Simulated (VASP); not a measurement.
# Cs in VASP: further runs, part 2 of 2

VASP 6.6.1. The steps go on from the part before.

## Step 4: Single point, PBE (strained)

Contents of INCAR:

```
SYSTEM = Cs
  PREC = Accurate
  ENCUT = 520
  EDIFF = 1E-6
  ISMEAR = 0
  SIGMA = 0.1
  LREAL = .False.
  LASPH = .True.
  NELM = 100
  ALGO = Normal
  ISIF = 2
  LWAVE = .False.
  LCHARG = .True.
  GGA = PE
  LELF = .True.
  LVHAR = .True.
  NBANDS = 10
```

Contents of KPOINTS:

```
regular mesh
0
Gamma
  12 12 12
  0 0 0
```

Contents of POSCAR:

```
Cs
1.0
   -2.6045964682      2.6045964682      4.2492465462
    2.6045964682     -2.6045964682      4.2492465462
    2.6045964682      2.6045964682     -4.2492465462
Cs
1
Direct
    0.0000000000      0.0000000000      0.0000000000
```

Potentials or basis: VASP PAW PBE potentials, release 64 (Cs_sv).

Launch:

```console
> cat potpaw_PBE.64/Cs_sv/POTCAR > POTCAR
> mpirun -np 1 vasp_std > vasp.out
```

OUTCAR:

```text
SYSTEM = Cs
   PREC = Accurate
   ENCUT = 520
   EDIFF = 1E-6
   ISMEAR = 0
   LREAL = .False.
   LASPH = .True.
   NELM = 100
   ISIF = 2
   GGA = PE

 ion  position               nearest neighbor table
   1  0.000  0.000  0.000-

  LATTYP: Found a body centered tetragonal cell.
 ALAT       =     5.2091929364
 C/A-ratio  =     1.6314414145

  Lattice vectors:

 A1 = (  -2.6045964682,   2.6045964682,   4.2492465462)
 A2 = (   2.6045964682,  -2.6045964682,   4.2492465462)
 A3 = (   2.6045964682,   2.6045964682,  -4.2492465462)
[... 483 lines left out ...]
      2     -10.2777      2.00000
      3     -10.1895      2.00000
      4     -10.1846      2.00000
      5       0.2187      1.99889
      6       1.5659      0.00000
      7       2.4742      0.00000
      8       2.9535      0.00000
      9       3.9250      0.00000
     10       4.5432      0.00000

 [... further k-points ...]
[... 5 lines left out ...]
  --------------------------------------------------------------------------------------
  -------------------------------------------------------------------------------------
  Total        0.0553018      0.0553018     -0.0455431      0.0000000      0.0000000      0.0000000
  in kB        0.7684174      0.7684174     -0.6328207      0.0000000      0.0000000      0.0000000
  external PRESSURE =       0.3013380 kB  Pullay stress =       0.0000000 kB

 VOLUME and BASIS-vectors are now :
 -----------------------------------------------------------------------------
  energy-cutoff  :      520.00
  volume of cell :      115.31
      direct lattice vectors                 reciprocal lattice vectors
    -2.604596468  2.604596468  4.249246546     0.000000000  0.191968317  0.117667919
     2.604596468 -2.604596468  4.249246546     0.191968317  0.000000000  0.117667919
     2.604596468  2.604596468 -4.249246546     0.191968317  0.191968317  0.000000000

 POSITION                                       TOTAL-FORCE (eV/Angst)
 -----------------------------------------------------------------------------------
      0.00000      0.00000      0.00000         0.000000     -0.000000      0.000000
 -----------------------------------------------------------------------------------
    total drift:                               -0.000000      0.000000     -0.000000

  FREE ENERGIE OF THE ION-ELECTRON SYSTEM (eV)
  ---------------------------------------------------
  free  energy   TOTEN  =        -0.8502462208 eV

  energy  without entropy=       -0.8438156679  energy(sigma->0) =       -0.84703094
```

OSZICAR:

```text
N       E                     dE             d eps       ncg     rms          rms(c)
DAV:   1     0.536449045426E+02    0.53645E+02   -0.29050E+03  3260   0.623E+02
DAV:   2     0.469428023423E+01   -0.48951E+02   -0.47397E+02  4210   0.107E+02
DAV:   3    -0.769795033755E+00   -0.54641E+01   -0.54580E+01  3768   0.417E+01
DAV:   4    -0.848514457343E+00   -0.78719E-01   -0.78705E-01  4292   0.607E+00
DAV:   5    -0.848912818654E+00   -0.39836E-03   -0.39835E-03  4438   0.402E-01    0.129E-01
DAV:   6    -0.849307906847E+00   -0.39509E-03   -0.14013E-03  4270   0.181E-01    0.884E-02
DAV:   7    -0.850149274272E+00   -0.84137E-03   -0.33647E-03  3592   0.289E-01    0.367E-02
DAV:   8    -0.850245250634E+00   -0.95976E-04   -0.12496E-04  3836   0.704E-02    0.444E-03
DAV:   9    -0.850247080469E+00   -0.18298E-05   -0.49637E-06  4912   0.114E-02    0.331E-03
DAV:  10    -0.850246220758E+00    0.85971E-06   -0.12497E-06  3742   0.528E-03
   1 F= -.85024622E+00 E0= -.84703094E+00  d E =-.643055E-02
```

It took 95 s on 1 thread of Intel Xeon Platinum 8488C (Sapphire Rapids), shared host; peak memory 0.36 GiB.

Results:

* Free energy: -0.8502 eV
* Pressure: 0.0 GPa

Levels at points of the mesh, in eV from the Fermi level:
| k point | band 1 | band 2 | band 3 | band 4 | band 5 | band 6 | band 7 | band 8 | band 9 | band 10 |
| --- | --- | --- | --- | --- | --- | --- | --- | --- | --- | --- |
| (0.00, 0.00, 0.00) | -23.86 | -10.61 | -10.60 | -10.60 | -1.68 | 2.16 | 2.66 | 2.66 | 2.95 | 3.96 |
| (0.50, 0.00, 0.00) | -23.86 | -10.75 | -10.64 | -10.61 | -0.02 | 0.77 | 2.00 | 2.64 | 4.16 | 4.22 |
| (0.50, 0.50, 0.00) | -23.85 | -10.74 | -10.69 | -10.64 | 0.35 | 1.01 | 1.71 | 3.65 | 3.78 | 4.03 |
| (0.50, 0.50, 0.50) | -23.86 | -10.72 | -10.63 | -10.63 | 0.08 | 0.95 | 1.21 | 4.19 | 4.43 | 4.47 |

Caveat: the cell differs from its parent crystal (strained); spin-orbit coupling is left out, which moves the levels of the heavy elements.

## Step 5: Single point, PBE (strain along c alone, the other axes held: +1.0 %)

Contents of INCAR:

```
PREC     = Accurate       # precision mode
ENCUT    = 520            # plane-wave cutoff, eV
EDIFF    = 1E-7           # SCF threshold, eV
ISMEAR   = 0              # smearing method
SIGMA    = 0.1            # smearing width, eV
LREAL    = F              # projectors in reciprocal space
LASPH    = T              # aspherical terms in the spheres
NELM     = 100            # most SCF steps
ALGO     = Fast           # electronic algorithm
ISIF     = 2              # what is computed and relaxed
LWAVE    = F              # write WAVECAR
LCHARG   = T              # write CHGCAR
GGA      = PE             # functional
LELF     = T              # ELF
LVHAR    = T            
NBANDS   = 16             # bands
```

Contents of KPOINTS:

```
regular mesh
0
Gamma
  8 8 6
```

Contents of POSCAR:

```
Cs
1.0
    5.4110312566      0.0000000000      0.0000000000
    0.0000000000      5.4110312566      0.0000000000
    0.0000000000      0.0000000000      8.0592963019
Cs
2
Direct
    0.0000000000      0.0000000000      0.0000000000
    0.5000000000      0.5000000000      0.5000000000
```

Launch:

```console
> cat potpaw_PBE.64/Cs_sv/POTCAR > POTCAR
> mpirun -np 1 vasp_std > vasp.out
```

Run time: 97 s. Hardware: 1 thread of Intel Xeon 6975P-C (Granite Rapids), shared host; peak memory 0.38 GiB.

Results (log left out):

```
Free energy            : -1.7054 eV
Pressure               : 0.0 GPa
Band gap on the k mesh : zero (band 9 reaches 1.13 eV, above the bottom of band 10 at -0.52 eV)
```

Levels at points of the mesh, in eV from the Fermi level:
```
           k point  band 5  band 6  band 7  band 8  band 9  band 10  band 11  band 12  band 13  band 14
(0.00, 0.00, 0.00)  -10.65  -10.61  -10.61  -10.61   -1.65     0.22     1.12     1.22     2.33     2.50
(0.50, 0.00, 0.00)  -10.66  -10.66  -10.62  -10.62   -0.14    -0.14     1.25     1.25     1.53     1.53
(0.50, 0.50, 0.00)  -10.67  -10.67  -10.65  -10.65    0.32     0.32     1.03     1.03     1.49     1.49
(0.00, 0.00, 0.50)  -10.63  -10.63  -10.63  -10.63   -0.91    -0.91     1.58     1.58     2.03     2.03
(0.50, 0.00, 0.50)  -10.63  -10.63  -10.62  -10.62   -0.02    -0.02     0.75     0.75     2.18     2.18
(0.50, 0.50, 0.50)  -10.70  -10.70  -10.65  -10.65    0.74     0.74     1.24     1.24     1.24     1.24
```

Caveat: the cell differs from its parent crystal (strain along c alone, the other axes held: +1.0 %); spin-orbit coupling is left out, which moves the levels of the heavy elements.

## Step 6: Single point, PBE (strain along c alone, the other axes held: +2.0 %)

Contents of INCAR:

```
PREC = Accurate
ENCUT = 520
EDIFF = 1E-6
ISMEAR = 0
SIGMA = 0.1
LREAL = F
LASPH = T
NELM = 80
ALGO = Fast
ISIF = 2
LWAVE = F
LCHARG = T
GGA = PE
LELF = T
LVHAR = T
NBANDS = 16
```

Contents of KPOINTS:

```
Automatic mesh
0
Gamma
  8 8 6
```

POSCAR, as its differences from that of step 5:

```diff
@@ -4,3 +4,3 @@
     0.0000000000      5.4110312566      0.0000000000
-    0.0000000000      0.0000000000      8.0592963019
+    0.0000000000      0.0000000000      8.1390913148
 Cs
```

Potentials or basis: VASP PAW PBE potentials, release 64 (Cs_sv).

Launch:

```console
> cat potpaw_PBE.64/Cs_sv/POTCAR > POTCAR
> mpirun -np 1 vasp_std > vasp.out
```

It took 1.7 min on 1 thread of Intel Xeon 6975P-C (Granite Rapids), shared host; peak memory 0.41 GiB.

Results (log left out):

| Item | Value |
| --- | --- |
| Free energy | -1.7047 eV |
| Pressure | 0.0 GPa |
| Band gap on the k mesh | zero (band 9 reaches 1.11 eV, above the bottom of band 10 at -0.55 eV) |

Levels at points of the mesh, in eV from the Fermi level:
| k point | band 5 | band 6 | band 7 | band 8 | band 9 | band 10 | band 11 | band 12 | band 13 | band 14 |
| --- | --- | --- | --- | --- | --- | --- | --- | --- | --- | --- |
| (0.00, 0.00, 0.00) | -10.66 | -10.62 | -10.62 | -10.62 | -1.64 | 0.21 | 1.14 | 1.17 | 2.31 | 2.51 |
| (0.50, 0.00, 0.00) | -10.67 | -10.67 | -10.63 | -10.63 | -0.14 | -0.14 | 1.23 | 1.23 | 1.53 | 1.53 |
| (0.50, 0.50, 0.00) | -10.68 | -10.68 | -10.66 | -10.66 | 0.33 | 0.33 | 1.04 | 1.04 | 1.50 | 1.50 |
| (0.00, 0.00, 0.50) | -10.64 | -10.64 | -10.64 | -10.64 | -0.91 | -0.91 | 1.58 | 1.58 | 2.00 | 2.00 |
| (0.50, 0.00, 0.50) | -10.64 | -10.64 | -10.63 | -10.63 | -0.01 | -0.01 | 0.74 | 0.74 | 2.16 | 2.16 |
| (0.50, 0.50, 0.50) | -10.71 | -10.71 | -10.66 | -10.66 | 0.74 | 0.74 | 1.24 | 1.24 | 1.24 | 1.24 |

Caveat: the cell differs from its parent crystal (strain along c alone, the other axes held: +2.0 %); spin-orbit coupling is left out, which moves the levels of the heavy elements.

## Step 7: Single point, PBE (strain along c alone, the other axes held: +3.0 %)

Contents of INCAR:

```
ALGO = Fast ; EDIFF = 1E-6
ENCUT = 520 ; GGA = PE
ISIF = 2 ; ISMEAR = 0
LASPH = True ; LCHARG = True
LELF = True ; LREAL = False
LVHAR = True ; LWAVE = False
NBANDS = 16 ; NELM = 60
PREC = Accurate ; SIGMA = 0.1
```

Contents of KPOINTS:

```
k-points
0
Gamma
  8 8 6
```

POSCAR, as its differences from that of step 6:

```diff
@@ -4,3 +4,3 @@
     0.0000000000      5.4110312566      0.0000000000
-    0.0000000000      0.0000000000      8.1390913148
+    0.0000000000      0.0000000000      8.2188863277
 Cs
```

Potentials or basis: VASP PAW PBE potentials, release 64 (Cs_sv).

Launch:

```console
> cat potpaw_PBE.64/Cs_sv/POTCAR > POTCAR
> mpirun -np 1 vasp_std > vasp.out
```

OUTCAR:

```text
EDIFF = 1E-6
   ENCUT = 520
   GGA = PE
   ISIF = 2
   ISMEAR = 0
   LASPH = True
   LREAL = False
   NELM = 60
   PREC = Accurate

 ion  position               nearest neighbor table
   1  0.000  0.000  0.000-
   2  0.500  0.500  0.500-

  LATTYP: Found a simple tetragonal cell.
 ALAT       =     5.4110312566
 C/A-ratio  =     1.5189131125

  Lattice vectors:

 A1 = (   5.4110312566,   0.0000000000,   0.0000000000)
 A2 = (   0.0000000000,   5.4110312566,   0.0000000000)
 A3 = (   0.0000000000,   0.0000000000,   8.2188863277)

Analysis of symmetry for initial positions (statically):
=====================================================================
 Subroutine PRICEL returns following result:

  LATTYP: Found a body centered tetragonal cell.
 ALAT       =     5.4110312566
 C/A-ratio  =     1.5189131125

  Lattice vectors:

 A1 = (   2.7055156283,  -2.7055156283,  -4.1094431638)
 A2 = (  -2.7055156283,   2.7055156283,  -4.1094431638)
 A3 = (   2.7055156283,   2.7055156283,   4.1094431638)

   2 primitive cells build up your supercell.

 Routine SETGRP: Setting up the symmetry group for a
 simple tetragonal supercell.

 Subroutine GETGRP returns: Found 16 space group operations
 (whereof 16 operations were pure point group operations)
 out of a pool of 16 trial point group operations.

The static configuration has the point symmetry D_4h.

Analysis of symmetry for dynamics (positions and initial velocities):
=====================================================================
 Subroutine PRICEL returns following result:

  LATTYP: Found a body centered tetragonal cell.
 ALAT       =     5.4110312566
 C/A-ratio  =     1.5189131125

  Lattice vectors:

 A1 = (   2.7055156283,  -2.7055156283,  -4.1094431638)
 A2 = (  -2.7055156283,   2.7055156283,  -4.1094431638)
 A3 = (   2.7055156283,   2.7055156283,   4.1094431638)

   2 primitive cells build up your supercell.
[... 117 lines left out ...]
   NELECT =      18.0000    total number of electrons
   NUPDOWN=      -1.0000    fix difference up-down
   EMIN   =  10.00;   EMAX   =-10.00  energy-range for DOS
   EFERMI =   0.00;   METHOD = LEGACY
   ISMEAR =     0;   SIGMA  =   0.10  broadening in eV -4-tet -1-fermi 0-gaus
   EFERMI_NEDOS =   21; number of points for ismear=-14 and -15
   IALGO  =     68    algorithm
   IMIX   =      4    mixing-type and parameters
     AMIX     =   0.40;   BMIX     =  1.00
     AMIX_MAG =   1.60;   BMIX_MAG =  1.00
  volume/ion in A,a.u.               =     120.32       811.97
  Fermi-wavevector in a.u.,A,eV,Ry     =   0.689776  1.303487  6.473526  0.475791
  Thomas-Fermi vector in A             =   1.770956
   LORBIT       =      0    0 simple, 1 ext, 2 COOP (PROOUT), +10 PAW based schemes
   GGA     = PE    functional components
   LHFCALC =     F    Hartree Fock is set to
   AEXX    =    0.0000 exact exchange contribution
   IVDW    =     0    specifies the selected vdW correction
   LEPSILON=     F    determine dielectric tensor
   LRPA    =     F    only Hartree local field effects (RPA)
 non-spin polarized calculation
 RMM-DIIS sequential band-by-band and
 Gauss-broadening in eV      SIGMA  =   0.10
  energy-cutoff  :      520.00
  volume of cell :      240.64
 maximum number of plane-waves:      6512
   NGX = 21   NGY = 21   NGZ = 31

 number of electron      18.0000005 magnetization

 Free energy of the ion-electron system (eV)
  ---------------------------------------------------
  ext. energy  EPLUGINS =         0.00000000
  ---------------------------------------------------
  free energy    TOTEN  =        -1.70366908 eV

  energy without entropy =       -1.68990035  energy(sigma->0) =       -1.69678471

 E-fermi :   0.3416     XC(G=0):  -5.2941

 val. band max:        0.3326071904   @ k =   0.0000   0.0000   0.1667
 cond. band min:       0.3598314484   @ k =   0.3750   0.3750   0.1667
 fundamental gap:      0.0272242581
 Fermi energy:         0.3415577252

 k-point     1 :       0.0000    0.0000    0.0000
  band No.  band energies     occupation
      1     -23.5368      2.00000
      2     -23.5315      2.00000
      3     -10.3929      2.00000
      4     -10.3197      2.00000
      5     -10.3197      2.00000
      6     -10.2889      2.00000
[... 433 lines left out ...]
      3     -10.3872      2.00000
      4     -10.3872      2.00000
      5     -10.3259      2.00000
      6     -10.3259      2.00000
[... 8 lines left out ...]
     15       2.9893      0.00000
     16       2.9893      0.00000

 [... further k-points ...]
[... 5 lines left out ...]
  --------------------------------------------------------------------------------------
  -------------------------------------------------------------------------------------
  Total       -0.0458521     -0.0458521     -0.1365207      0.0000000      0.0000000      0.0000000
  in kB       -0.3052791     -0.3052791     -0.9089417      0.0000000      0.0000000      0.0000000
  external PRESSURE =      -0.5065000 kB  Pullay stress =       0.0000000 kB

 VOLUME and BASIS-vectors are now :
 -----------------------------------------------------------------------------
  energy-cutoff  :      520.00
  volume of cell :      240.64
      direct lattice vectors                 reciprocal lattice vectors
     5.411031257  0.000000000  0.000000000     0.184807655  0.000000000  0.000000000
     0.000000000  5.411031257  0.000000000     0.000000000  0.184807655  0.000000000
     0.000000000  0.000000000  8.218886328     0.000000000  0.000000000  0.121670986

 POSITION                                       TOTAL-FORCE (eV/Angst)
 -----------------------------------------------------------------------------------
      0.00000      0.00000      0.00000        -0.000000     -0.000000     -0.000000
      2.70552      2.70552      4.10944         0.000000      0.000000      0.000000
 -----------------------------------------------------------------------------------
    total drift:                                0.000000      0.000000     -0.000000

  FREE ENERGIE OF THE ION-ELECTRON SYSTEM (eV)
  ---------------------------------------------------
  free  energy   TOTEN  =        -1.7036690776 eV

  energy  without entropy=       -1.6899003515  energy(sigma->0) =       -1.69678471
```

OSZICAR:

```text
N       E                     dE             d eps       ncg     rms          rms(c)
DAV:   1     0.130087070291E+03    0.13009E+03   -0.58992E+03  1920   0.825E+02
DAV:   2     0.158794115741E+02   -0.11421E+03   -0.10959E+03  3032   0.145E+02
DAV:   3    -0.132185496059E+01   -0.17201E+02   -0.17117E+02  2488   0.589E+01
DAV:   4    -0.169731773006E+01   -0.37546E+00   -0.37540E+00  2496   0.103E+01
DAV:   5    -0.170021058519E+01   -0.28929E-02   -0.28928E-02  2640   0.917E-01    0.179E-01
RMM:   6    -0.170145696791E+01   -0.12464E-02   -0.25392E-03  1967   0.237E-01    0.125E-01
RMM:   7    -0.170351510773E+01   -0.20581E-02   -0.81950E-03  2019   0.394E-01    0.493E-02
RMM:   8    -0.170365427572E+01   -0.13917E-03   -0.49036E-04  2290   0.120E-01    0.536E-03
RMM:   9    -0.170366716121E+01   -0.12885E-04   -0.94728E-05  2733   0.432E-02    0.345E-03
RMM:  10    -0.170366947217E+01   -0.23110E-05   -0.23969E-05  2732   0.188E-02    0.202E-03
RMM:  11    -0.170366907765E+01    0.39453E-06   -0.52745E-06  2399   0.865E-03
   1 F= -.17036691E+01 E0= -.16967847E+01  d E =-.137687E-01
```

stdout:

```text
POSCAR found type information on POSCAR Cs
 POSCAR found :  1 types and       2 ions
 scaLAPACK will be used
 LDA part: xc-table for (Slater+PW92), standard interpolation
 POSCAR, INCAR and KPOINTS ok, starting setup
 FFT: planning ... GRIDC
 FFT: planning ... GRID_SOFT
 FFT: planning ... GRID
 WAVECAR not read
 entering main loop
```

Wall time 80 s (1 thread of Intel Xeon 6975P-C (Granite Rapids), shared host); peak memory 0.41 GiB.

What came out:

| Item | Value |
| --- | --- |
| Free energy | -1.7037 eV |
| Pressure | -0.1 GPa |
| Band gap on the k mesh | zero (band 9 reaches 1.08 eV, above the bottom of band 10 at -0.58 eV) |

Caveat: the cell differs from its parent crystal (strain along c alone, the other axes held: +3.0 %); spin-orbit coupling is left out, which moves the levels of the heavy elements.

## Step 8: The runs side by side

```csv
cell,k mesh,gap on the mesh (eV),pressure (GPa)
"a = 5.519, b = 5.384, c = 7.940 Å, 2 atoms",8 × 8 × 6,none,0.0
"a = 5.789 Å, angles 122.7, 122.7, 85.3°, 1 atom",12 × 12 × 12,none,-0.2
"a = 5.624 Å, angles 124.8, 124.8, 81.8°, 1 atom",12 × 12 × 12,none,0.0
"a = 5.411, b = 5.411, c = 8.059 Å, 2 atoms",8 × 8 × 6,none,0.0
"a = 5.411, b = 5.411, c = 8.139 Å, 2 atoms",8 × 8 × 6,none,0.0
"a = 5.411, b = 5.411, c = 8.219 Å, 2 atoms",8 × 8 × 6,none,-0.1
```

Alike in all rows: task single point; level PBE; potentials or basis VASP PAW PBE potentials, release 64 (Cs_sv); no spin polarisation; cutoff (eV) 520; smearing gaussian 0.1 eV.

Caveats: spin-orbit coupling is left out, which moves the levels of the heavy elements.

Absolute energies hang on the potentials; compare differences alone.
